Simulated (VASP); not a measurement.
# KSi2Sb3 (P-3m1) in VASP: notebook, part 2 of 2

VASP 6.6.1.

### Step 3. Single point, r2SCAN+rVV10

The input, POSCAR:

```
KSi2Sb3
1.0
    3.9425072719      0.0000000026      0.0000000000
   -1.9712536382      3.4143114507      0.0000000000
    0.0000000000      0.0000000000     11.8778552600
K Si Sb
1 2 3
Direct
    0.0000000000      0.0000000000      0.0000000000
    0.3333333333      0.6666666667      0.6496742006
    0.6666666667      0.3333333333      0.3503257994
    0.3333333333      0.6666666667      0.2319793727
    0.6666666667      0.3333333333      0.7680206273
    0.0000000000      0.0000000000      0.5000000000
```

The input, INCAR.step1:

```
PREC = Accurate ; ENCUT = 520
ISMEAR = -1 ; SIGMA = 0.03
LREAL = False ; LASPH = True
NELM = 100 ; NBANDS = 25
GGA = PE ; ALGO = Normal
EDIFF = 1E-4 ; LWAVE = True
LCHARG = False
```

The input, INCAR.step2:

```
PREC = Accurate ; ENCUT = 520
EDIFF = 1E-6 ; ISMEAR = -1
SIGMA = 0.03 ; LREAL = False
LASPH = True ; NELM = 100
ALGO = Normal ; ISIF = 2
LWAVE = False ; LCHARG = False
METAGGA = R2SCAN ; LMIXTAU = True
LUSE_VDW = True ; IVDW_NL = 2
BPARAM = 11.95 ; CPARAM = 0.0093
NBANDS = 25 ; ISTART = 1
```

The input, KPOINTS:

```
regular mesh
0
Gamma
  12 12 4
```

Potentials or basis: VASP PAW PBE potentials, release 64 (K_sv, Si, Sb).

Run with:

```console
> cat potpaw_PBE.64/K_sv/POTCAR potpaw_PBE.64/Si/POTCAR potpaw_PBE.64/Sb/POTCAR > POTCAR
> cp INCAR.step1 INCAR
> mpirun -np 1 vasp_std > vasp.out
> cp INCAR.step2 INCAR
> mpirun -np 1 vasp_std > vasp.out
```

OUTCAR:

```text
PREC = Accurate
   ENCUT = 520
   EDIFF = 1E-6
   ISMEAR = -1
   LREAL = False
   LASPH = True
   NELM = 100
   ISIF = 2
   METAGGA = R2SCAN
   IVDW_NL = 2
   BPARAM = 11.95
   ISTART = 1

 ion  position               nearest neighbor table
   1  0.000  0.000  0.000-   4 3.57   5 3.57   4 3.57   5 3.57   5 3.57   4 3.57
   2  0.333  0.667  0.650-   5 2.68   5 2.68   5 2.68   6 2.89   6 2.89   6 2.89
   3  0.667  0.333  0.350-   4 2.68   4 2.68   4 2.68   6 2.89   6 2.89   6 2.89
   4  0.333  0.667  0.232-   3 2.68   3 2.68   3 2.68   1 3.57   1 3.57   1 3.57
   5  0.667  0.333  0.768-   2 2.68   2 2.68   2 2.68   1 3.57   1 3.57   1 3.57
   6  0.000  0.000  0.500-   2 2.89   3 2.89   2 2.89   3 2.89   3 2.89   2 2.89

  LATTYP: Found a hexagonal cell.
 ALAT       =     3.9425072719
 C/A-ratio  =     3.0127668615

  Lattice vectors:

 A1 = (   3.9425072719,   0.0000000026,   0.0000000000)
 A2 = (  -1.9712536382,   3.4143114507,   0.0000000000)
 A3 = (   0.0000000000,   0.0000000000,  11.8778552600)

Analysis of symmetry for initial positions (statically):
=====================================================================
 Subroutine PRICEL returns:
 Original cell was already a primitive cell.

 Routine SETGRP: Setting up the symmetry group for a
 hexagonal supercell.

 Subroutine GETGRP returns: Found 12 space group operations
 (whereof 12 operations were pure point group operations)
 out of a pool of 24 trial point group operations.

The static configuration has the point symmetry D_3d.

Analysis of symmetry for dynamics (positions and initial velocities):
=====================================================================
 Subroutine PRICEL returns:
 Original cell was already a primitive cell.

 Routine SETGRP: Setting up the symmetry group for a
 hexagonal supercell.

 Subroutine GETGRP returns: Found 12 space group operations
 (whereof 12 operations were pure point group operations)
 out of a pool of 24 trial point group operations.

The dynamic configuration has the point symmetry D_3d.

 Subroutine INISYM returns: Found 12 space group operations
 (whereof 12 operations are pure point group operations),
 and found     1 'primitive' translations

----------------------------------------------------------------------------------------

                                     Primitive cell

  volume of cell :     159.8872

  direct lattice vectors                    reciprocal lattice vectors
     3.942507272  0.000000003  0.000000000     0.253645696  0.146442411  0.000000000
    -1.971253638  3.414311451  0.000000000    -0.000000000  0.292884821  0.000000000
     0.000000000  0.000000000 11.877855260     0.000000000  0.000000000  0.084190283

  length of vectors
     3.942507272  3.942507272 11.877855260     0.292884821  0.292884821  0.084190283

  position of ions in fractional coordinates (direct lattice)
     0.000000000  0.000000000  0.000000000
     0.333333333  0.666666667  0.649674201
     0.666666667  0.333333333  0.350325799
     0.333333333  0.666666667  0.231979373
     0.666666667  0.333333333  0.768020627
     0.000000000  0.000000000  0.500000000

  ion indices of the primitive-cell ions
   primitive index   ion index
                 1           1
                 2           2
                 3           3
                 4           4
[... 26 lines left out ...]

 Found     69 irreducible k-points:

 Following reciprocal coordinates:
            Coordinates               Weight
  0.000000  0.000000  0.000000      1.000000
  0.083333  0.000000  0.000000      6.000000
  0.166667  0.000000  0.000000      6.000000
  0.250000  0.000000  0.000000      6.000000
  0.333333  0.000000  0.000000      6.000000
  0.416667 -0.000000  0.000000      6.000000
[... 16 lines left out ...]
  0.166667  0.000000  0.250000      6.000000
  0.000000  0.166667  0.250000      6.000000
 [... further k-points ...]
   k-points           NKPTS =     69   k-points in BZ     NKDIM =     69   number of bands    NBANDS=     25
   number of dos      NEDOS =    301   number of ions     NIONS =      6
   total plane-waves  NPLWV =  81000
   dimension x,y,z NGX =    30 NGY =   30 NGZ =   90
   dimension x,y,z NGXF=    60 NGYF=   60 NGZF=  180
   ions per type =               1   2   3
   NGX,Y,Z   is equivalent  to a cutoff of  12.65, 12.65, 12.60 a.u.
   NGXF,Y,Z  is equivalent  to a cutoff of  25.30, 25.30, 25.19 a.u.
 SYSTEM =  unknown system
   PREC   = accura    normal or accurate (medium, high low for compatibility)
   ISTART =      1    job   : 0-new  1-cont  2-samecut
   ICHARG =      0    charge: 1-file 2-atom 10-const
   ISPIN  =      1    spin polarized calculation?
   LNONCOLLINEAR =      F non collinear calculations
   LSORBIT =      F    spin-orbit coupling
   LASPH  =      T    aspherical Exc in radial PAW
   ENCUT  =  520.0 eV  38.22 Ry    6.18 a.u.   7.33  7.33 22.08*2*pi/ulx,y,z
   NELM   =    100;   NELMIN=  2; NELMDL=  0     # of ELM steps
   EDIFF  = 0.1E-05   stopping-criterion for ELM
   LREAL  =      F    real-space projection
   EDIFFG = 0.1E-04   stopping-criterion for IOM
   NSW    =      0    number of steps for IOM
   IBRION =     -1    ionic relax: 0-MD 1-quasi-New 2-CG
   NFREE  =      0    steps in history (QN), initial steepest desc. (CG)
   ISIF   =      2    stress and relaxation
   ISYM   =      2    0-nonsym 1-usesym 2-fastsym
   POTIM  = 0.5000    time-step for ionic-motion
   TEBEG  =    0.0;   TEEND  =   0.0 temperature during run
   PSTRESS=    0.0 pullay stress
   NELECT =      32.0000    total number of electrons
   NUPDOWN=      -1.0000    fix difference up-down
   EMIN   =  10.00;   EMAX   =-10.00  energy-range for DOS
   EFERMI =   0.00;   METHOD = LEGACY
   ISMEAR =    -1;   SIGMA  =   0.03  broadening in eV -4-tet -1-fermi 0-gaus
   EFERMI_NEDOS =   21; number of points for ismear=-14 and -15
   IALGO  =     38    algorithm
   IMIX   =      4    mixing-type and parameters
     AMIX     =   0.40;   BMIX     =  1.00
     AMIX_MAG =   1.60;   BMIX_MAG =  1.00
  volume/ion in A,a.u.               =      26.65       179.83
  Fermi-wavevector in a.u.,A,eV,Ry     =   0.957606  1.809613 12.476673  0.917010
  Thomas-Fermi vector in A             =   2.086639
   LORBIT       =      0    0 simple, 1 ext, 2 COOP (PROOUT), +10 PAW based schemes
   METAGGA = R2SCAN    functional components
   LHFCALC =     F    Hartree Fock is set to
   AEXX    =    0.0000 exact exchange contribution
   IVDW_NL    =     2    kernel type
   BPARAM     =11.9500
   IVDW    =     0    specifies the selected vdW correction
   LEPSILON=     F    determine dielectric tensor
   LRPA    =     F    only Hartree local field effects (RPA)
 non-spin polarized calculation
  energy-cutoff  :      520.00
  volume of cell :      159.89
 maximum number of plane-waves:      4371
 NGX is ok and might be reduce to    30
   NGX = 15   NGY = 15   NGZ = 45

 number of electron      32.0000000 magnetization

 Free energy of the ion-electron system (eV)
  ---------------------------------------------------
  ext. energy  EPLUGINS =         0.00000000
  ---------------------------------------------------
  free energy    TOTEN  =       -99.31382917 eV

  energy without entropy =      -99.30592970  energy(sigma->0) =      -99.30987943

 E-fermi :   5.9295     XC(G=0):  -9.7435

 val. band max:        5.9239908512   @ k =  -0.0833   0.2500   0.2500
 cond. band min:       5.9322424696   @ k =   0.0833   0.0833   0.5000
 fundamental gap:      0.0082516185
 Fermi energy:         5.9294639369

 k-point     1 :       0.0000    0.0000    0.0000
  band No.  band energies     occupation
      1     -26.8924      2.00000
      2      -9.6408      2.00000
      3      -9.5381      2.00000
      4      -9.5381      2.00000
      5      -7.1778      2.00000
      6      -6.2381      2.00000
[... 661 lines left out ...]
     24      10.5877      0.00000
     25      10.8130      0.00000

 [... further k-points ...]
[... 5 lines left out ...]
  --------------------------------------------------------------------------------------
  -------------------------------------------------------------------------------------
  Total        0.2638156      0.2638156      0.2793540      0.0000000      0.0000000     -0.0000000
  in kB        2.6436104      2.6436104      2.7993148      0.0000000      0.0000000     -0.0000000
  external PRESSURE =       2.6955119 kB  Pullay stress =       0.0000000 kB

 VOLUME and BASIS-vectors are now :
 -----------------------------------------------------------------------------
  energy-cutoff  :      520.00
  volume of cell :      159.89
      direct lattice vectors                 reciprocal lattice vectors
     3.942507272  0.000000003  0.000000000     0.253645696  0.146442411  0.000000000
    -1.971253638  3.414311451  0.000000000    -0.000000000  0.292884821  0.000000000
     0.000000000  0.000000000 11.877855260     0.000000000  0.000000000  0.084190283

 POSITION                                       TOTAL-FORCE (eV/Angst)
 -----------------------------------------------------------------------------------
      0.00000      0.00000      0.00000         0.000000      0.000000      0.000000
     -0.00000      2.27621      7.71674        -0.000000      0.000000     -0.025803
      1.97125      1.13810      4.16112         0.000000     -0.000000      0.025803
     -0.00000      2.27621      2.75542         0.000000     -0.000000     -0.037220
      1.97125      1.13810      9.12244        -0.000000      0.000000      0.037220
      0.00000      0.00000      5.93893         0.000000      0.000000      0.000000
 -----------------------------------------------------------------------------------
    total drift:                                0.000000     -0.000000     -0.000000

  FREE ENERGIE OF THE ION-ELECTRON SYSTEM (eV)
  ---------------------------------------------------
  free  energy   TOTEN  =       -99.3138291688 eV

  energy  without entropy=      -99.3059296987  energy(sigma->0) =      -99.30987943
```

Wall time 9.8 min (1 thread of Intel Xeon 6975P-C (Granite Rapids), shared host); peak memory 0.75 GiB.

What came out:

```yaml
Free_energy: -99.3138 eV
Pressure: 0.3 GPa
Largest_force: 0.037 eV/Å
Band_gap_on_the_k_mesh: zero (bands 16 and 17 overlap by 0.94 eV)
```

Forces in eV/Å, atoms in the order of the input:
```
K    0.000  0.000  0.000
Si   0.000  0.000 -0.026
Si   0.000  0.000  0.026
Sb   0.000  0.000 -0.037
Sb   0.000  0.000  0.037
Sb   0.000  0.000  0.000
```

Caveat: the PAW data sets were made with another functional, which shifts forces and pressure a little; spin-orbit coupling is left out, which moves the levels of the heavy elements.
